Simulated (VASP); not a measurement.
Rh, 2 atoms in the cell. Symmetry: P6_3/mmc, No. 194, hexagonal system. The conventional cell has a = 2.670 Å, b = 2.670 Å, c = 4.429 Å, α = 90.00°, β = 90.00°, γ = 120.00°. Within 3.5 Å of Rh (site symmetry -6m2) lie 12 Rh at 2.67 to 2.70 Å. This isn't the form of Rh at room conditions, which is fcc.

* Program: VASP 6.6.1
* Task: single point
* Functional: PBE
* Potentials or basis: VASP PAW PBE potentials, release 64 (Rh_pv)
* Cutoff: 520 eV
* k mesh: 21 × 21 × 12
* Occupations: gaussian, width 0.15 eV
* Spin: no spin polarisation
* Dipole correction: no
* Further INCAR settings: ALGO = Fast; EDIFF = 1e-06; NBANDS = 22

Potentials or basis: VASP PAW PBE potentials, release 64 (Rh_pv).

The run is started by

```console
$ cat potpaw_PBE.64/Rh_pv/POTCAR > POTCAR
$ mpirun -np 1 vasp_std > vasp.out
```

Hardware: 1 thread of Intel(R) Xeon(R) 6975P-C (Granite Rapids) (shared host).

**Question.** How long does it take, and how much memory?

**Answer.** Wall time 70 s on 1 thread of Intel(R) Xeon(R) 6975P-C (Granite Rapids), on a shared host, peak memory 0.26 GiB. Counts: scf iterations 12, k points 336.
